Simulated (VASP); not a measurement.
Write the native input for VASP 6.6.1 that does the following.

```
Task                   : single point
Functional             : PBE
Potentials or basis    : VASP PAW PBE potentials, release 64 (Si, W_sv)
Cutoff                 : 520 eV
k mesh                 : 20 × 20 × 20
Occupations            : gaussian, width 0.15 eV
Spin                   : no spin polarisation
Dipole correction      : no
Further INCAR settings : ALGO = Normal; EDIFF = 1e-07; NBANDS = 18
```

The structure of Si2W lies in POSCAR:

```
Si2W
1.0
   -1.6144976580      1.6144976580      3.8744127033
    1.6144976580     -1.6144976580      3.8744127033
    1.6144976580      1.6144976580     -3.8744127033
Si W
2 1
Direct
    0.3345744057      0.3345744057      0.0000000000
    0.6654255943      0.6654255943      0.0000000000
    0.0000000000      0.0000000000      0.0000000000
```

This cell differs from its parent crystal: strain +0.000 along x and y, -0.015 along z.

The input as run:

INCAR

```
PREC = Accurate
ENCUT = 520
EDIFF = 1E-7
ISMEAR = 0
SIGMA = 0.15
LREAL = F
LASPH = T
NELM = 60
ALGO = Normal
ISIF = 2
LWAVE = F
LCHARG = F
GGA = PE
NBANDS = 18
```

KPOINTS

```
regular mesh
0
Gamma
  20 20 20
```

Potentials or basis: VASP PAW PBE potentials, release 64 (Si, W_sv).

Run with:

```sh
$ cat potpaw_PBE.64/Si/POTCAR potpaw_PBE.64/W_sv/POTCAR > POTCAR
$ mpirun -np 1 vasp_std > vasp.out
```

It gave:

| Quantity | Value |
| --- | --- |
| Pressure | 4.0 GPa |
| Largest force | 0.043 eV/Å |
| Band gap on the k mesh | zero (bands 11 and 12 overlap by 1.19 eV) |

Caveat: the cell differs from its parent crystal (strain +0.000 along x and y, -0.015 along z); the stress differs along the axes, from 2 to 9 GPa; spin-orbit coupling is left out, which moves the levels of the heavy elements.

Wall time 3.9 min on 1 thread of Intel(R) Xeon(R) 6975P-C (Granite Rapids), on a shared host, peak memory 0.55 GiB.
